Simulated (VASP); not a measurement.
TePb, 2 atoms in the cell. Symmetry: Pm-3m, No. 221, cubic system. The conventional cell has a = 3.975 Å, b = 3.975 Å, c = 3.975 Å, α = 90.00°, β = 90.00°, γ = 90.00°. Within 4.5 Å of Pb (site symmetry m-3m) lie 8 Te at 3.44 Å and 6 Pb at 3.98 Å. Te (site symmetry m-3m) has 8 Pb at 3.44 Å and 6 Te at 3.98 Å within 4.5 Å. 

| Item | Value |
| --- | --- |
| Program | VASP 6.6.1 |
| Task | single point |
| Functional | HSE06 |
| Potentials or basis | VASP PAW PBE potentials, release 64 (Pb_d, Te) |
| Cutoff | 400 eV |
| k mesh | 4 × 4 × 4 |
| Occupations | fermi-dirac, width 0.02 eV |
| Spin | no spin polarisation |
| Dipole correction | no |
| Grid for exact exchange (PRECFOCK) | Normal |
| Further INCAR settings | ALGO = Normal; EDIFF = 1e-06; NBANDS = 17 |
| Screening parameter | 0.2079 1/Å |

Potentials or basis: VASP PAW PBE potentials, release 64 (Pb_d, Te).

Run with:

```sh
$ cat potpaw_PBE.64/Pb_d/POTCAR potpaw_PBE.64/Te/POTCAR > POTCAR
$ cp INCAR.step1 INCAR
$ mpirun -np 1 vasp_std > vasp.out
$ cp INCAR.step2 INCAR
$ mpirun -np 1 vasp_std > vasp.out
```

Hardware: 1 thread of Intel Xeon 8259CL, on a shared host.

Q: How long does it take, and how much memory?

A: Wall time 16 min on 1 thread of Intel Xeon 8259CL (shared host), peak memory 0.26 GiB. Counts: k points 10.
